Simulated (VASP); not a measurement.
# Nb (P6/mmm) in VASP: a series of runs, part 2 of 2

VASP 6.6.1. The steps go on from the part before.

## (5) Relaxation of cell and atoms, PBEsol, target pressure 51 GPa, at which the enthalpy is minimised

This run uses another cell than the first one: it holds 1 atom, not 3.

INCAR reads:

```
PREC = Accurate
ENCUT = 600
EDIFF = 1E-7
ISMEAR = -1
SIGMA = 0.05
LREAL = F
LASPH = T
NELM = 60
ALGO = Normal
ISIF = 3
LWAVE = F
LCHARG = F
GGA = PS
IBRION = 2
NSW = 60
EDIFFG = -0.005
PSTRESS = 510.0
```

KPOINTS reads:

```
Automatic mesh
0
Gamma
  17 17 15
```

POSCAR reads:

```
Nb
1.0
    2.6500943424      0.0000000000      0.0000000000
   -1.3250471712      2.2950490230      0.0000000000
    0.0000000000      0.0000000000      2.4910886819
Nb
1
Direct
    0.0000000000      0.0000000000      0.0000000000
```

Potentials or basis: VASP PAW PBE potentials, release 64 (Nb_sv).

On the command line:

```sh
cat potpaw_PBE.64/Nb_sv/POTCAR > POTCAR
mpirun -np 1 vasp_std > vasp.out
```

OUTCAR:

```text
PREC = Accurate
   ENCUT = 600
   EDIFF = 1E-7
   ISMEAR = -1
   LREAL = F
   LASPH = T
   NELM = 60
   ISIF = 3
   GGA = PS
   IBRION = 2
   NSW = 60
   EDIFFG = -0.005
   PSTRESS = 510.0

 ion  position               nearest neighbor table
   1  0.000  0.000  0.000-

  LATTYP: Found a hexagonal cell.
 ALAT       =     2.6500943424
 C/A-ratio  =     0.9400000000

  Lattice vectors:

 A1 = (   2.6500943424,   0.0000000000,   0.0000000000)
 A2 = (  -1.3250471712,   2.2950490230,   0.0000000000)
 A3 = (   0.0000000000,   0.0000000000,   2.4910886819)

Analysis of symmetry for initial positions (statically):
=====================================================================
 Subroutine PRICEL returns:
 Original cell was already a primitive cell.

 Routine SETGRP: Setting up the symmetry group for a
 hexagonal supercell.

 Subroutine GETGRP returns: Found 24 space group operations
 (whereof 24 operations were pure point group operations)
 out of a pool of 24 trial point group operations.

The static configuration has the point symmetry D_6h.

Analysis of symmetry for dynamics (positions and initial velocities):
[... 164 lines left out ...]
  --------------------------------------------------------------------------------------
  -------------------------------------------------------------------------------------
  Total        4.4002453      4.4002453      4.8555376      0.0000000     -0.0000000      0.0000000
  in kB      465.3127794    465.3127795    513.4585817      0.0000000     -0.0000000      0.0000000
  external PRESSURE =     -28.6386198 kB  Pullay stress =     510.0000000 kB
[... 172 lines left out ...]
--------------------------------------- Ionic step        6  -------------------------------------------

 number of electron      13.0000001 magnetization

 Free energy of the ion-electron system (eV)
  ---------------------------------------------------
  ext. energy  EPLUGINS =         0.00000000
  ---------------------------------------------------
  free energy    TOTEN  =        -9.81422282 eV

  energy without entropy =       -9.80796582  energy(sigma->0) =       -9.81109432

 E-fermi :  14.2488     XC(G=0): -13.5423

 val. band max:       14.2012385933   @ k =   0.3529   0.2353   0.0000
 cond. band min:      14.2504147467   @ k =   0.2941   0.0588   0.0000
 fundamental gap:      0.0491761534
 Fermi energy:        14.2487682957

 k-point     1 :       0.0000    0.0000    0.0000
  band No.  band energies     occupation
      1     -40.6363      2.00000
      2     -15.2262      2.00000
      3     -15.1675      2.00000
      4     -15.1675      2.00000
      5       7.7375      2.00000
      6       9.9679      2.00000
      7      14.1385      1.80141
      8      14.1385      1.80141
      9      20.9909      0.00000
     10      20.9909      0.00000
[... 287 lines left out ...]
 k-point    24 :       0.1765    0.1765    0.0000
  band No.  band energies     occupation
      1     -40.2794      2.00000
      2     -16.9273      2.00000
      3     -15.7942      2.00000
      4     -14.9990      2.00000
      5      10.5324      2.00000
      6      11.7435      2.00000
      7      12.0282      2.00000
      8      17.6591      0.00000
      9      18.7223      0.00000
     10      19.8614      0.00000

 [... further k-points ...]
[... 5 lines left out ...]
  --------------------------------------------------------------------------------------
  -------------------------------------------------------------------------------------
  Total        4.7808932      4.7808932      4.7805569      0.0000000     -0.0000000     -0.0000000
  in kB      510.0056644    510.0056645    509.9697895      0.0000000     -0.0000000     -0.0000000
  external PRESSURE =      -0.0062939 kB  Pullay stress =     510.0000000 kB
[... 20 lines left out ...]
  energy  without entropy=       -9.8079658184  energy(sigma->0) =       -9.81109432

  enthalpy is  TOTEN    =        -5.0333826890 eV   P V=        4.7808401357

 reached required accuracy - stopping structural energy minimisation
```

OSZICAR:

```text
N       E                     dE             d eps       ncg     rms          rms(c)
DAV:   1     0.137457356708E+03    0.13746E+03   -0.83292E+03  5304   0.148E+03
DAV:   2    -0.349960803801E+01   -0.14096E+03   -0.13689E+03  5524   0.491E+02
DAV:   3    -0.971585068026E+01   -0.62162E+01   -0.57964E+01  7758   0.887E+01
[... 57 lines left out ...]
DAV:   4    -0.981419282806E+01   -0.98392E-05   -0.49894E-05  6110   0.922E-02    0.551E-02
DAV:   5    -0.981422027775E+01   -0.27450E-04   -0.43388E-05  8464   0.720E-02    0.930E-03
DAV:   6    -0.981422217673E+01   -0.18990E-05   -0.33680E-06  7352   0.202E-02    0.464E-03
DAV:   7    -0.981422279954E+01   -0.62281E-06   -0.57772E-07  6996   0.936E-03    0.464E-04
DAV:   8    -0.981422282464E+01   -0.25098E-07   -0.29034E-08  2934   0.217E-03
   6 F= -.50333827E+01 E0= -.50302542E+01  d E =-.110349E-03
```

CONTCAR:

```text
Nb
   1.00000000000000
     2.6356209826404755    0.0000000000000000    0.0000000000000000
    -1.3178104913202378    2.2825147257848761    0.0000000000000000
    -0.0000000000000000    0.0000000000000000    2.4965949263135854
  Nb
     1
Direct
     0.0000000000000000    0.0000000000000000    0.0000000000000000

  0.00000000E+00  0.00000000E+00  0.00000000E+00
```

It took 1.8 min on 1 thread of AMD EPYC 9R45 (Zen 5), shared host; peak memory 0.15 GiB.

What came out:

```yaml
Free_energy: -9.8142 eV
Relaxed_volume: 15.02 Å³/atom
Relaxed_cell: a = 2.636 Å, b = 2.636 Å, c = 2.497 Å, α = 90.00°, β = 90.00°, γ = 120.00°
Space_group_after_relaxing_to_0.05_Å: P6/mmm (No. 191)
Energy_change_on_relaxing_the_enthalpy_is_what_falls: +39.7 meV/atom
Ionic_steps: 6
Pressure_after_relaxing: 51.0 GPa
```

Step by step:
| step | energy change (eV) | largest force (eV/Å) | pressure (GPa) | volume (Å³) |
| --- | --- | --- | --- | --- |
| 1 | 0.0000 | 0.0000 | 48.14 | 15.15 |
| 2 | 0.2041 | 0.0000 | 61.74 | 14.56 |
| 3 | 0.0456 | 0.0000 | 51.41 | 15.00 |
| 4 | 0.0466 | 0.0000 | 51.47 | 15.00 |
| 5 | 0.0276 | 0.0000 | 50.14 | 15.06 |
| 6 | 0.0397 | 0.0000 | 51.00 | 15.02 |

Final structure:
```
Nb
1.0
     2.63562    0.00000    0.00000
    -1.31781    2.28251    0.00000
     0.00000    0.00000    2.49659
Nb
1
Direct
  0.00000 0.00000 0.00000
```

Levels at points of the mesh, in eV from the Fermi level:
| k point | band 4 | band 5 | band 6 | band 7 | band 8 | band 9 |
| --- | --- | --- | --- | --- | --- | --- |
| (0.00, 0.00, 0.00) | -29.42 | -6.51 | -4.28 | -0.11 | -0.11 | 6.74 |

Caveat: the cell is relaxed towards a set pressure, so the enthalpy falls and the energy may rise; the PAW data sets were made with another functional, which shifts forces and pressure a little.

## (6) Single point, PBEsol

This run uses another cell than the first one: it holds 1 atom, not 3.

INCAR reads:

```
SYSTEM = Nb
ALGO = Normal
EDIFF = 1E-7
ENCUT = 520
GGA = PS
ISIF = 2
ISMEAR = -1
LASPH = .True.
LCHARG = .False.
LREAL = .False.
LWAVE = .False.
NBANDS = 12
NELM = 60
PREC = Accurate
SIGMA = 0.05
```

KPOINTS reads:

```
k-points
0
Gamma
  17 17 15
  0 0 0
```

POSCAR reads:

```
Nb
1.0
    2.6358838995      0.0000000000      0.0000000000
   -1.3179419498      2.2827424184      0.0000000000
    0.0000000000      0.0000000000      2.4965737760
Nb
1
Direct
    0.0000000000      0.0000000000      0.0000000000
```

Potentials or basis: VASP PAW PBE potentials, release 64 (Nb_sv).

On the command line:

```sh
cat potpaw_PBE.64/Nb_sv/POTCAR > POTCAR
mpirun -np 1 vasp_std > vasp.out
```

OUTCAR:

```text
SYSTEM = Nb
   EDIFF = 1E-7
   ENCUT = 520
   GGA = PS
   ISIF = 2
   ISMEAR = -1
   LASPH = .True.
   LREAL = .False.
   NELM = 60
   PREC = Accurate

 ion  position               nearest neighbor table
   1  0.000  0.000  0.000-

  LATTYP: Found a hexagonal cell.
 ALAT       =     2.6358838995
 C/A-ratio  =     0.9471486117

  Lattice vectors:

 A1 = (   2.6358838995,   0.0000000000,   0.0000000000)
 A2 = (  -1.3179419498,   2.2827424184,   0.0000000000)
 A3 = (   0.0000000000,   0.0000000000,   2.4965737760)

Analysis of symmetry for initial positions (statically):
=====================================================================
 Subroutine PRICEL returns:
 Original cell was already a primitive cell.

 Routine SETGRP: Setting up the symmetry group for a
 hexagonal supercell.

 Subroutine GETGRP returns: Found 24 space group operations
 (whereof 24 operations were pure point group operations)
 out of a pool of 24 trial point group operations.

The static configuration has the point symmetry D_6h.

Analysis of symmetry for dynamics (positions and initial velocities):
[... 159 lines left out ...]
 val. band max:       14.1972645259   @ k =   0.3529   0.2353   0.0000
 cond. band min:      14.2463749579   @ k =   0.2941   0.0588   0.0000
 fundamental gap:      0.0491104320
 Fermi energy:        14.2459241163

 k-point     1 :       0.0000    0.0000    0.0000
  band No.  band energies     occupation
      1     -40.6383      2.00000
      2     -15.2281      2.00000
      3     -15.1705      2.00000
      4     -15.1705      2.00000
      5       7.7357      2.00000
      6       9.9658      2.00000
      7      14.1356      1.80171
      8      14.1356      1.80171
      9      20.9870      0.00000
     10      20.9870      0.00000
     11      26.5626      0.00000
     12      30.6809      0.00000
[... 331 lines left out ...]
 k-point    24 :       0.1765    0.1765    0.0000
  band No.  band energies     occupation
      1     -40.2816      2.00000
      2     -16.9291      2.00000
      3     -15.7967      2.00000
      4     -15.0012      2.00000
      5      10.5303      2.00000
      6      11.7413      2.00000
      7      12.0249      2.00000
      8      17.6576      0.00000
      9      18.7179      0.00000
     10      19.8585      0.00000
     11      29.1211      0.00000
     12      29.8439      0.00000

 [... further k-points ...]
[... 5 lines left out ...]
  --------------------------------------------------------------------------------------
  -------------------------------------------------------------------------------------
  Total        4.7685083      4.7685083      4.7773562     -0.0000000      0.0000000      0.0000000
  in kB      508.5873306    508.5873306    509.5310072     -0.0000000      0.0000000      0.0000000
  external PRESSURE =     508.9018895 kB  Pullay stress =       0.0000000 kB

 VOLUME and BASIS-vectors are now :
 -----------------------------------------------------------------------------
  energy-cutoff  :      520.00
  volume of cell :       15.02
      direct lattice vectors                 reciprocal lattice vectors
     2.635883900  0.000000000  0.000000000     0.379379380  0.219034787  0.000000000
    -1.317941950  2.282742418  0.000000000     0.000000000  0.438069575  0.000000000
     0.000000000  0.000000000  2.496573776     0.000000000  0.000000000  0.400548948

 POSITION                                       TOTAL-FORCE (eV/Angst)
 -----------------------------------------------------------------------------------
      0.00000      0.00000      0.00000         0.000000      0.000000      0.000000
 -----------------------------------------------------------------------------------
    total drift:                               -0.000000     -0.000000      0.000000

  FREE ENERGIE OF THE ION-ELECTRON SYSTEM (eV)
  ---------------------------------------------------
  free  energy   TOTEN  =        -9.8144373627 eV

  energy  without entropy=       -9.8081829593  energy(sigma->0) =       -9.81131016
```

OSZICAR:

```text
N       E                     dE             d eps       ncg     rms          rms(c)
DAV:   1     0.123620650444E+03    0.12362E+03   -0.73806E+03  6392   0.111E+03
DAV:   2    -0.521010356124E+01   -0.12883E+03   -0.12307E+03  6720   0.403E+02
DAV:   3    -0.978442930493E+01   -0.45743E+01   -0.43407E+01  9028   0.684E+01
DAV:   4    -0.100423502471E+02   -0.25792E+00   -0.25676E+00  8728   0.143E+01
DAV:   5    -0.100528311818E+02   -0.10481E-01   -0.10463E-01  9232   0.241E+00    0.100E+01
DAV:   6    -0.982270542877E+01    0.23013E+00   -0.37999E-01 10168   0.812E+00    0.410E+00
DAV:   7    -0.980685841271E+01    0.15847E-01   -0.13821E-01 10392   0.486E+00    0.992E-01
DAV:   8    -0.981437818462E+01   -0.75198E-02   -0.15899E-02  7072   0.164E+00    0.550E-02
DAV:   9    -0.981443079149E+01   -0.52607E-04   -0.13323E-03  9080   0.294E-01    0.711E-02
DAV:  10    -0.981444942399E+01   -0.18633E-04   -0.67048E-05  7536   0.107E-01    0.306E-02
DAV:  11    -0.981443744330E+01    0.11981E-04   -0.75565E-06  9184   0.432E-02    0.644E-03
DAV:  12    -0.981443736269E+01    0.80619E-07   -0.70756E-07  8616   0.138E-02
   1 F= -.98144374E+01 E0= -.98113102E+01  d E =-.625440E-02
```

stdout:

```text
POSCAR found type information on POSCAR Nb
 POSCAR found :  1 types and       1 ions
 scaLAPACK will be used
 -----------------------------------------------------------------------------
|                                                                             |
|                                                                             |
|     You enforced a specific xc type in the INCAR file but a different       |
|     I HOPE YOU KNOW WHAT YOU ARE DOING!                                     |
|                                                                             |
 -----------------------------------------------------------------------------

 LDA part: xc-table for (Slater+PW92), standard interpolation
 POSCAR, INCAR and KPOINTS ok, starting setup
 FFT: planning ... GRIDC
 FFT: planning ... GRID_SOFT
 FFT: planning ... GRID
 WAVECAR not read
 entering main loop
```

Run time: 38 s. Hardware: 1 thread of Intel Xeon Platinum 8488C (Sapphire Rapids), shared host; peak memory 0.16 GiB.

What came out:

```yaml
Free_energy: -9.8144 eV
Pressure: 50.9 GPa
```

Stress tensor (GPa, compression positive):
```
50.86  0.00  0.00
 0.00 50.86  0.00
 0.00  0.00 50.95
```

Caveat: the PAW data sets were made with another functional, which shifts forces and pressure a little.

## (7) Summary

| task | cell | k mesh | cutoff (eV) | gap on the mesh (eV) | pressure (GPa) |
| --- | --- | --- | --- | --- | --- |
| single point | a = 4.498, b = 4.498, c = 2.503 Å, angles 90.0, 90.0, 120.0°, 3 atoms | 9 × 9 × 12 | 520 | none | 50.7 |
| relaxation of cell and atoms | relaxed to 51 GPa from a = 2.636, b = 2.636, c = 2.497 Å, angles 90.0, 90.0, 120.0°, 1 atom | 17 × 17 × 15 | 600 | none | 51.0 |
| relaxation of cell and atoms | relaxed to 51 GPa from a = 2.650, b = 2.650, c = 2.491 Å, angles 90.0, 90.0, 120.0°, 1 atom | 17 × 17 × 15 | 600 | none | 51.0 |
| single point | a = 2.636, b = 2.636, c = 2.497 Å, angles 90.0, 90.0, 120.0°, 1 atom | 17 × 17 × 15 | 520 | none | 50.9 |

Alike in all rows: level PBEsol; potentials or basis VASP PAW PBE potentials, release 64 (Nb_sv); no spin polarisation; smearing fermi-dirac 0.05 eV.

Caveats: the PAW data sets were made with another functional, which shifts forces and pressure a little; the cell is relaxed towards a set pressure, so the enthalpy falls and the energy may rise (some runs).

Total energies depend on the potentials used, so only differences within one code and one set of settings carry meaning.
